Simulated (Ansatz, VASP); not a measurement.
Ge: VASP beside Ansatz

The input INCAR:

```
SYSTEM = Ge
ALGO = Normal
EDIFF = 1E-6
ENCUT = 520
GGA = PE
ISIF = 2
ISMEAR = 0
LASPH = .True.
LCHARG = .False.
LREAL = .False.
LWAVE = .False.
NBANDS = 43
NELM = 60
PREC = Accurate
SIGMA = 0.1
```

The input KPOINTS:

```
k-points
0
Gamma
  6 6 6
  0 0 0
```

The input POSCAR:

```
Ge
1.0
    3.3256806600      1.9200826200      2.6693273300
   -3.3256806600      1.9200826200      2.6693273300
    0.0000000000     -3.8401652400      2.6693273300
Ge
5
Direct
    0.5000000000      0.2500000000      0.7500000000
    0.7500000000      0.5000000000      0.2500000000
    0.2500000000      0.7500000000      0.5000000000
    0.2500000000      0.2500000000      0.2500000000
    0.7500000000      0.7500000000      0.7500000000
```

Input for Ansatz:

```yaml
crystal:
  lattice:
    - [3.32568066, 1.92008262, 2.66932733]
    - [-3.32568066, 1.92008262, 2.66932733]
    - [0.0, -3.84016524, 2.66932733]
  atoms:
    - { symbol: Ge, position: [0.5, 0.25, 0.75] }
    - { symbol: Ge, position: [0.75, 0.5, 0.25] }
    - { symbol: Ge, position: [0.25, 0.75, 0.5] }
    - { symbol: Ge, position: [0.25, 0.25, 0.25] }
    - { symbol: Ge, position: [0.75, 0.75, 0.75] }
basis:
  ecutwfc: 420
kpoints:
  mp_grid: { grid: [6, 6, 6] }
hamiltonian:
  xc: pbe
scf:
  occupations: { method: gaussian, width: 0.1 }
  lower_state_search: "off"
output:
  forces: true
  stress: true
  eigenvalues: true
```

Alike in both runs: task single point; functional PBE; k mesh 6 × 6 × 6; occupations gaussian, width 0.1 eV; no spin polarisation.

|  | VASP | Ansatz |
| --- | --- | --- |
| version | VASP 6.6.1 | Ansatz 0.2.0 |
| potentials or method | VASP PAW PBE potentials, release 64 (Ge_d), cutoff 520 eV | scalar-relativistic, plane waves, PAW |
| valence electrons in the cell | 70 | 70 |

```csv
,VASP,Ansatz,Ansatz less VASP
gap on the k mesh at the Fermi level (eV),none,none,-
pressure (GPa),8.4,8.3,-0.12
"traceless stress, the component that is largest in VASP (GPa)",4.79,4.77,-0.016
rms of the force components (eV/Å),0.532,0.528,-0.0044
```

Atom by atom the forces differ by 0.005 eV/Å (rms over components). A gap of «none» marks a metal or a gap that the smearing closes.
